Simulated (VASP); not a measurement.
# VPdC4N4 (P-43m) in VASP: notebook

The runs below take VPdC4N4 through single point, with PBE.

Everything below comes from runs of VASP 6.6.1. Logs are shortened: lines on timing, memory, paths and dates and some standing lists are left out, and cuts for length are marked.

### Step 1. The cell of the first run

The structure is cubic, space group P-43m (No. 215). The conventional cell has a = 5.909 Å, b = 5.909 Å, c = 5.909 Å, α = 90.00°, β = 90.00°, γ = 90.00°. Within 2.5 Å of V (site symmetry -43m) lie 4 C at 1.92 Å. Within 2.7 Å of Pd (site symmetry -43m) lie 4 N at 2.03 Å. C (site symmetry 3m) has 1 N at 1.17 Å within 1.6 Å. Within 1.6 Å of N (site symmetry 3m) lie 1 C at 1.17 Å.

### Step 2. Single point, PBE, collinear spin, ferromagnetic start

File INCAR:

```
SYSTEM = VPdC4N4
ALGO = Normal
EDIFF = 1E-6
ENCUT = 520
GGA = PE
ISIF = 2
ISMEAR = 0
ISPIN = 2
LASPH = .True.
LCHARG = .False.
LMAXMIX = 4
LORBIT = 11
LREAL = .False.
LWAVE = .False.
MAGMOM = 2 0 0 0 0 0 0 0 0 0
NBANDS = 44
NELM = 150
PREC = Accurate
SIGMA = 0.1
```

File KPOINTS:

```
k-points
0
Gamma
  4 4 4
  0 0 0
```

File POSCAR:

```
VPdC4N4
1.0
    5.9086026500      0.0000000000      0.0000000000
    0.0000000000      5.9086026500      0.0000000000
    0.0000000000      0.0000000000      5.9086026500
V Pd C N
1 1 4 4
Direct
    0.0000000000      0.0000000000      0.0000000000
    0.5000000000      0.5000000000      0.5000000000
    0.1873167900      0.1873167900      0.1873167900
    0.1873167900      0.8126832100      0.8126832100
    0.8126832100      0.1873167900      0.8126832100
    0.8126832100      0.8126832100      0.1873167900
    0.3016415900      0.3016415900      0.3016415900
    0.3016415900      0.6983584100      0.6983584100
    0.6983584100      0.3016415900      0.6983584100
    0.6983584100      0.6983584100      0.3016415900
```

Potentials or basis: VASP PAW PBE potentials, release 64 (V_sv, Pd, C, N).

Launch:

```console
cat potpaw_PBE.64/V_sv/POTCAR potpaw_PBE.64/Pd/POTCAR potpaw_PBE.64/C/POTCAR potpaw_PBE.64/N/POTCAR > POTCAR
mpirun -np 1 vasp_std > vasp.out
```

OUTCAR:

```text
SYSTEM = VPdC4N4
   EDIFF = 1E-6
   ENCUT = 520
   GGA = PE
   ISIF = 2
   ISMEAR = 0
   ISPIN = 2
   LASPH = .True.
   LORBIT = 11
   LREAL = .False.
   NELM = 150
   PREC = Accurate

 ion  position               nearest neighbor table
   1  0.000  0.000  0.000-   3 1.92   4 1.92   5 1.92   6 1.92
   2  0.500  0.500  0.500-   7 2.03   8 2.03   9 2.03  10 2.03
   3  0.187  0.187  0.187-   7 1.17   1 1.92
   4  0.187  0.813  0.813-   8 1.17   1 1.92
   5  0.813  0.187  0.813-   9 1.17   1 1.92
   6  0.813  0.813  0.187-  10 1.17   1 1.92
   7  0.302  0.302  0.302-   3 1.17   2 2.03
   8  0.302  0.698  0.698-   4 1.17   2 2.03
   9  0.698  0.302  0.698-   5 1.17   2 2.03
  10  0.698  0.698  0.302-   6 1.17   2 2.03

  LATTYP: Found a simple cubic cell.
 ALAT       =     5.9086026500

  Lattice vectors:

 A1 = (   5.9086026500,   0.0000000000,   0.0000000000)
 A2 = (   0.0000000000,   5.9086026500,   0.0000000000)
 A3 = (   0.0000000000,   0.0000000000,   5.9086026500)

Analysis of symmetry for initial positions (statically):
=====================================================================
 Subroutine PRICEL returns:
 Original cell was already a primitive cell.

 Routine SETGRP: Setting up the symmetry group for a
 simple cubic supercell.

 Subroutine GETGRP returns: Found 24 space group operations
 (whereof 24 operations were pure point group operations)
 out of a pool of 48 trial point group operations.

The static configuration has the point symmetry T_d .

Analysis of symmetry for dynamics (positions and initial velocities):
=====================================================================
 Subroutine PRICEL returns:
 Original cell was already a primitive cell.

 Routine SETGRP: Setting up the symmetry group for a
 simple cubic supercell.

 Subroutine GETGRP returns: Found 24 space group operations
 (whereof 24 operations were pure point group operations)
 out of a pool of 48 trial point group operations.

The dynamic configuration has the point symmetry T_d .

Analysis of structural, dynamic, and magnetic symmetry:
=====================================================================
 Subroutine PRICEL returns:
 Original cell was already a primitive cell.

 Routine SETGRP: Setting up the symmetry group for a
 simple cubic supercell.

 Subroutine GETGRP returns: Found 24 space group operations
 (whereof 24 operations were pure point group operations)
 out of a pool of 48 trial point group operations.

The overall configuration has the point symmetry T_d .

 Subroutine INISYM returns: Found 24 space group operations
 (whereof 24 operations are pure point group operations),
 and found     1 'primitive' translations

----------------------------------------------------------------------------------------

                                     Primitive cell

  volume of cell :     206.2787

  direct lattice vectors                    reciprocal lattice vectors
     5.908602650  0.000000000  0.000000000     0.169244754  0.000000000  0.000000000
     0.000000000  5.908602650  0.000000000     0.000000000  0.169244754  0.000000000
     0.000000000  0.000000000  5.908602650     0.000000000  0.000000000  0.169244754

  length of vectors
     5.908602650  5.908602650  5.908602650     0.169244754  0.169244754  0.169244754

  position of ions in fractional coordinates (direct lattice)
     0.000000000  0.000000000  0.000000000
     0.500000000  0.500000000  0.500000000
     0.187316790  0.187316790  0.187316790
     0.187316790  0.812683210  0.812683210
     0.812683210  0.187316790  0.812683210
     0.812683210  0.812683210  0.187316790
     0.301641590  0.301641590  0.301641590
     0.301641590  0.698358410  0.698358410
     0.698358410  0.301641590  0.698358410
     0.698358410  0.698358410  0.301641590

  ion indices of the primitive-cell ions
   primitive index   ion index
                 1           1
                 2           2
                 3           3
                 4           4
                 5           5
                 6           6
                 7           7
[... 49 lines left out ...]
   NGXF,Y,Z  is equivalent  to a cutoff of  27.01, 27.01, 27.01 a.u.
 SYSTEM =  VPdC4N4
   PREC   = accura    normal or accurate (medium, high low for compatibility)
   ISTART =      0    job   : 0-new  1-cont  2-samecut
   ICHARG =      2    charge: 1-file 2-atom 10-const
   ISPIN  =      2    spin polarized calculation?
   LNONCOLLINEAR =      F non collinear calculations
   LSORBIT =      F    spin-orbit coupling
   LASPH  =      T    aspherical Exc in radial PAW
   ENCUT  =  520.0 eV  38.22 Ry    6.18 a.u.  10.99 10.99 10.99*2*pi/ulx,y,z
   NELM   =    150;   NELMIN=  2; NELMDL= -5     # of ELM steps
   EDIFF  = 0.1E-05   stopping-criterion for ELM
   LREAL  =      F    real-space projection
   EDIFFG = 0.1E-04   stopping-criterion for IOM
   NSW    =      0    number of steps for IOM
   IBRION =     -1    ionic relax: 0-MD 1-quasi-New 2-CG
   NFREE  =      0    steps in history (QN), initial steepest desc. (CG)
   ISIF   =      2    stress and relaxation
   ISYM   =      2    0-nonsym 1-usesym 2-fastsym
   POTIM  = 0.5000    time-step for ionic-motion
   TEBEG  =    0.0;   TEEND  =   0.0 temperature during run
   PSTRESS=    0.0 pullay stress
   NELECT =      59.0000    total number of electrons
   NUPDOWN=      -1.0000    fix difference up-down
   EMIN   =  10.00;   EMAX   =-10.00  energy-range for DOS
   EFERMI =   0.00;   METHOD = LEGACY
   ISMEAR =     0;   SIGMA  =   0.10  broadening in eV -4-tet -1-fermi 0-gaus
   EFERMI_NEDOS =   21; number of points for ismear=-14 and -15
   IALGO  =     38    algorithm
   IMIX   =      4    mixing-type and parameters
     AMIX     =   0.40;   BMIX     =  1.00
     AMIX_MAG =   1.60;   BMIX_MAG =  1.00
  volume/ion in A,a.u.               =      20.63       139.20
  Fermi-wavevector in a.u.,A,eV,Ry     =   1.078634  2.038322 15.829712  1.163451
  Thomas-Fermi vector in A             =   2.214578
   LORBIT       =     11    0 simple, 1 ext, 2 COOP (PROOUT), +10 PAW based schemes
   GGA     = PE    functional components
   LHFCALC =     F    Hartree Fock is set to
   AEXX    =    0.0000 exact exchange contribution
   IVDW    =     0    specifies the selected vdW correction
   LEPSILON=     F    determine dielectric tensor
   LRPA    =     F    only Hartree local field effects (RPA)
 spin polarized calculation
 Gauss-broadening in eV      SIGMA  =   0.10
  energy-cutoff  :      520.00
  volume of cell :      206.28
 maximum number of plane-waves:      5590
 NGX is ok and might be reduce to    48
   NGX = 21   NGY = 21   NGZ = 21

 number of electron      59.0000018 magnetization       1.0000571

 Free energy of the ion-electron system (eV)
  ---------------------------------------------------
  ext. energy  EPLUGINS =         0.00000000
  ---------------------------------------------------
  free energy    TOTEN  =       -78.19184255 eV

  energy without entropy =      -78.16074236  energy(sigma->0) =      -78.17629245

 E-fermi :  -0.3891     XC(G=0):  -7.2940

 val. band max:       -0.4109380037   @ k =   0.5000   0.2500   0.0000
 cond. band min:      -0.3701418736   @ k =   0.5000   0.2500   0.0000
 fundamental gap:      0.0407961301
 Fermi energy:        -0.3891483849

 spin component 1

 k-point     1 :       0.0000    0.0000    0.0000
  band No.  band energies     occupation
      1     -65.3082      1.00000
      2     -39.2028      1.00000
      3     -39.2027      1.00000
      4     -39.2027      1.00000
      5     -18.3534      1.00000
      6     -18.2494      1.00000
[... 429 lines left out ...]
     40       4.9937      0.00000
     41       5.1198      0.00000
 Fermi energy:        -0.3891483849

 spin component 2

 k-point     1 :       0.0000    0.0000    0.0000
  band No.  band energies     occupation
      1     -64.0443      1.00000
      2     -37.9529      1.00000
      3     -37.9529      1.00000
      4     -37.9529      1.00000
      5     -18.3286      1.00000
      6     -18.2256      1.00000
[... 429 lines left out ...]
     40       5.2023      0.00000
     41       5.5931      0.00000
 [bands above 41 left out]

------------------------ aborting loop because EDIFF is reached ----------------------------------------

  FORCE on cell =-STRESS in cart. coord.  units (eV):
  Direction    XX          YY          ZZ          XY          YZ          ZX
  --------------------------------------------------------------------------------------
  -------------------------------------------------------------------------------------
  Total        6.3418052      6.3418052      6.3418052      0.0000000      0.0000000      0.0000000
  in kB       49.2571325     49.2571325     49.2571325      0.0000000      0.0000000      0.0000000
  external PRESSURE =      49.2571325 kB  Pullay stress =       0.0000000 kB

 VOLUME and BASIS-vectors are now :
 -----------------------------------------------------------------------------
  energy-cutoff  :      520.00
  volume of cell :      206.28
      direct lattice vectors                 reciprocal lattice vectors
     5.908602650  0.000000000  0.000000000     0.169244754  0.000000000  0.000000000
     0.000000000  5.908602650  0.000000000     0.000000000  0.169244754  0.000000000
     0.000000000  0.000000000  5.908602650     0.000000000  0.000000000  0.169244754

 POSITION                                       TOTAL-FORCE (eV/Angst)
 -----------------------------------------------------------------------------------
      0.00000      0.00000      0.00000        -0.000000      0.000000      0.000000
      2.95430      2.95430      2.95430         0.000000      0.000000      0.000000
      1.10678      1.10678      1.10678        -0.060649     -0.060649     -0.060649
      1.10678      4.80182      4.80182        -0.060649      0.060649      0.060649
      4.80182      1.10678      4.80182         0.060649     -0.060649      0.060649
      4.80182      4.80182      1.10678         0.060649      0.060649     -0.060649
      1.78228      1.78228      1.78228         0.523790      0.523790      0.523790
      1.78228      4.12632      4.12632         0.523790     -0.523790     -0.523790
      4.12632      1.78228      4.12632        -0.523790      0.523790     -0.523790
      4.12632      4.12632      1.78228        -0.523790     -0.523790      0.523790
 -----------------------------------------------------------------------------------
    total drift:                                0.000000      0.000000      0.000000

  FREE ENERGIE OF THE ION-ELECTRON SYSTEM (eV)
  ---------------------------------------------------
  free  energy   TOTEN  =       -78.1918425474 eV

  energy  without entropy=      -78.1607423584  energy(sigma->0) =      -78.17629245

 total charge

# of ion       s       p       d       tot
------------------------------------------
    1        2.355   6.292   3.149  11.795
    2        0.413   0.690   8.357   9.460
    3        0.967   1.689   0.000   2.657
    4        0.967   1.689   0.000   2.657
    5        0.967   1.689   0.000   2.657
    6        0.967   1.689   0.000   2.657
    7        1.310   2.537   0.000   3.847
    8        1.310   2.537   0.000   3.847
    9        1.310   2.537   0.000   3.847
   10        1.310   2.537   0.000   3.847
--------------------------------------------------
tot         11.878  23.888  11.506  47.272

 magnetization (x)

# of ion       s       p       d       tot
------------------------------------------
    1        0.013   0.012   1.271   1.297
    2       -0.003  -0.032  -0.452  -0.488
    3       -0.008  -0.032   0.000  -0.040
    4       -0.008  -0.032   0.000  -0.040
    5       -0.008  -0.032   0.000  -0.040
    6       -0.008  -0.032   0.000  -0.040
    7       -0.004   0.042   0.000   0.039
    8       -0.004   0.042   0.000   0.039
    9       -0.004   0.042   0.000   0.039
   10       -0.004   0.042   0.000   0.039
--------------------------------------------------
tot         -0.037   0.021   0.819   0.804
```

Run time: 5.3 min. Hardware: 1 thread of Intel Xeon Platinum 8259CL at 2.50GHz (Skylake/Cascade Lake), shared host; peak memory 0.48 GiB.

What came out:

```
Free energy                                           : -78.1918 eV
Pressure                                              : 4.9 GPa
Largest force                                         : 0.907 eV/Å
Band gap on the k mesh                                : zero (filled and empty bands overlap)
Net moment                                            : 1.00 μB per cell
Site moments                                          : V +1.30; Pd -0.49; C -0.04; N +0.04 μB
Valence electrons inside the program's atomic spheres : V 11.79; Pd 9.46; C 2.66; N 3.85
```

Forces in eV/Å, atoms in the order of the input:
```
V    0.000  0.000  0.000
Pd   0.000  0.000  0.000
C   -0.061 -0.061 -0.061
C   -0.061  0.061  0.061
C    0.061 -0.061  0.061
C    0.061  0.061 -0.061
N    0.524  0.524  0.524
N    0.524 -0.524 -0.524
N   -0.524  0.524 -0.524
N   -0.524 -0.524  0.524
```

Levels at points of the mesh, in eV from the Fermi level:
Spin up:
```csv
k point,band 28,band 29,band 30,band 31,band 32,band 33
"(0.00, 0.00, 0.00)",-0.37,-0.37,-0.22,-0.22,0.95,0.95
"(0.50, 0.00, 0.00)",-0.59,-0.40,-0.40,0.23,1.11,1.24
"(0.50, 0.50, 0.00)",-0.61,-0.28,-0.28,0.24,1.15,1.15
"(0.50, 0.50, 0.50)",-0.23,-0.23,-0.19,-0.19,1.01,1.01
```
Spin down:
```
           k point  band 26  band 27  band 28  band 29  band 30  band 31  band 32  band 33
(0.00, 0.00, 0.00)    -1.96    -0.64    -0.64    -0.64     0.95     0.95     1.31     1.31
(0.50, 0.00, 0.00)    -1.61    -0.77    -0.63    -0.63     0.74     0.92     1.52     1.58
(0.50, 0.50, 0.00)    -1.58    -0.78    -0.55    -0.55     0.71     0.94     1.53     1.53
(0.50, 0.50, 0.50)    -1.90    -0.54    -0.54    -0.54     0.95     0.95     1.44     1.44
```

Caveat: the cell stands under pressure. With open d or f shells a metallic result of PBE can be an artefact of self-interaction; +U or a hybrid may open a gap.

### Step 3. Single point, PBE, collinear spin, ferromagnetic start

This run uses another cell than the first one, of 22.37 Å³/atom.

File INCAR:

```
PREC = Accurate ; ENCUT = 520
EDIFF = 1E-7 ; ISMEAR = 0
SIGMA = 0.1 ; LREAL = False
LASPH = True ; NELM = 150
ALGO = Normal ; ISIF = 2
LWAVE = False ; LCHARG = False
ISPIN = 2 ; MAGMOM = 2 0 0 0 0 0 0 0 0 0
LORBIT = 11 ; LMAXMIX = 4
GGA = PE ; NBANDS = 44
```

File KPOINTS:

```
regular mesh
0
Gamma
  4 4 4
```

File POSCAR:

```
VPdC4N4
1.0
    6.0701371025      0.0000000000      0.0000000000
    0.0000000000      6.0701371025      0.0000000000
    0.0000000000      0.0000000000      6.0701371025
V Pd C N
1 1 4 4
Direct
    0.0000000000      0.0000000000      0.0000000000
    0.5000000000      0.5000000000      0.5000000000
    0.1902241449      0.1902241449      0.1902241449
    0.1902241449      0.8097758551      0.8097758551
    0.8097758551      0.1902241449      0.8097758551
    0.8097758551      0.8097758551      0.1902241449
    0.3019696949      0.3019696949      0.3019696949
    0.3019696949      0.6980303051      0.6980303051
    0.6980303051      0.3019696949      0.6980303051
    0.6980303051      0.6980303051      0.3019696949
```

Potentials or basis: VASP PAW PBE potentials, release 64 (V_sv, Pd, C, N).

Launch:

```console
cat potpaw_PBE.64/V_sv/POTCAR potpaw_PBE.64/Pd/POTCAR potpaw_PBE.64/C/POTCAR potpaw_PBE.64/N/POTCAR > POTCAR
mpirun -np 1 vasp_std > vasp.out
```

Run time: 7.6 min. Hardware: 1 thread of Intel Xeon Platinum 8259CL at 2.50GHz (Skylake/Cascade Lake), shared host; peak memory 0.5 GiB.

It converged, with:

| Quantity | Value |
| --- | --- |
| Free energy | -78.4641 eV |
| Pressure | 0.6 GPa |
| Largest force | 0.347 eV/Å |
| Band gap on the k mesh | zero (filled and empty bands overlap) |
| Net moment | 1.00 μB per cell |
| Site moments | V +1.56; Pd -0.68; C -0.04; N +0.03 μB |
| Valence electrons inside the program's atomic spheres | V 11.55; Pd 9.29; C 2.62; N 3.83 |

Forces in eV/Å, atoms in the order of the input:
```
V    0.000  0.000  0.000
Pd   0.000  0.000  0.000
C   -0.179 -0.179 -0.179
C   -0.179  0.179  0.179
C    0.179 -0.179  0.179
C    0.179  0.179 -0.179
N    0.200  0.200  0.200
N    0.200 -0.200 -0.200
N   -0.200  0.200 -0.200
N   -0.200 -0.200  0.200
```

Levels at points of the mesh, in eV from the Fermi level:
Spin up:
```tsv
k point	band 26	band 27	band 28	band 29	band 30	band 31	band 32	band 33	band 34	band 35
(0.00, 0.00, 0.00)	-1.76	-0.34	-0.34	-0.21	-0.21	-0.21	0.84	0.84	0.84	4.90
(0.50, 0.00, 0.00)	-1.27	-1.01	-0.68	-0.27	-0.27	0.18	0.97	1.13	1.13	4.62
(0.50, 0.50, 0.00)	-1.25	-0.99	-0.69	-0.17	-0.17	0.19	1.04	1.04	1.05	4.84
(0.50, 0.50, 0.50)	-1.75	-0.32	-0.32	-0.10	-0.10	-0.10	0.89	0.89	0.89	5.04
```
Spin down:
```tsv
k point	band 27	band 28	band 29	band 30	band 31	band 32
(0.00, 0.00, 0.00)	-0.63	-0.63	-0.63	1.12	1.12	1.35
(0.50, 0.00, 0.00)	-0.71	-0.63	-0.63	0.97	1.06	1.51
(0.50, 0.50, 0.00)	-0.71	-0.58	-0.58	0.96	1.08	1.55
(0.50, 0.50, 0.50)	-0.57	-0.57	-0.57	1.11	1.11	1.46
```

With open d or f shells a metallic result of PBE can be an artefact of self-interaction; +U or a hybrid may open a gap.

The gap in the log of VASP goes by the Fermi energy; the results here count the filled bands.